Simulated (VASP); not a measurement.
Write the native input for VASP 6.6.1 that does the following.

- Task: single point
- Functional: r2SCAN
- Potentials or basis: VASP PAW PBE potentials, release 64 (Sb)
- Cutoff: 520 eV
- k mesh: 9 × 9 × 9
- Occupations: fermi-dirac, width 0.05 eV
- Spin: no spin polarisation
- Dipole correction: no
- Further INCAR settings: ALGO = Normal; EDIFF = 1e-07; NBANDS = 8

Sb:

```
Sb
1.0
     3.24211    0.00000    0.00000
     0.00000    3.24211    0.00000
     0.00000    0.00000    3.24211
Sb
1
Direct
  0.00000 0.00000 0.00000
```

These files were run (other wordings do the same):

POSCAR

```
Sb
1.0
    3.2421143949      0.0000000000      0.0000000000
    0.0000000000      3.2421143949      0.0000000000
    0.0000000000      0.0000000000      3.2421143949
Sb
1
Direct
    0.0000000000      0.0000000000      0.0000000000
```

INCAR.step1

```
  PREC = Accurate
  ENCUT = 520
  ISMEAR = -1
  SIGMA = 0.05
  LREAL = F
  LASPH = T
  NELM = 80
  NBANDS = 8
  GGA = PE
  ALGO = Normal
  EDIFF = 1E-4
  LWAVE = T
  LCHARG = F
```

INCAR.step2

```
  PREC = Accurate
  ENCUT = 520
  EDIFF = 1E-7
  ISMEAR = -1
  SIGMA = 0.05
  LREAL = F
  LASPH = T
  NELM = 80
  ALGO = Normal
  ISIF = 2
  LWAVE = F
  LCHARG = F
  METAGGA = R2SCAN
  LMIXTAU = T
  NBANDS = 8
  ISTART = 1
```

KPOINTS

```
regular mesh
0
Gamma
  9 9 9
```

Potentials or basis: VASP PAW PBE potentials, release 64 (Sb).

Launch:

```sh
$ cat potpaw_PBE.64/Sb/POTCAR > POTCAR
$ cp INCAR.step1 INCAR
$ mpirun -np 1 vasp_std > vasp.out
$ cp INCAR.step2 INCAR
$ mpirun -np 1 vasp_std > vasp.out
```

It gave:

```
Pressure : -6.4 GPa
```

Caveat: the PAW data sets were made with another functional, which shifts forces and pressure a little.

Wall time 13 s on 1 thread of Intel(R) Xeon(R) Platinum 8488C (Sapphire Rapids), with other jobs on the host, peak memory 0.14 GiB.
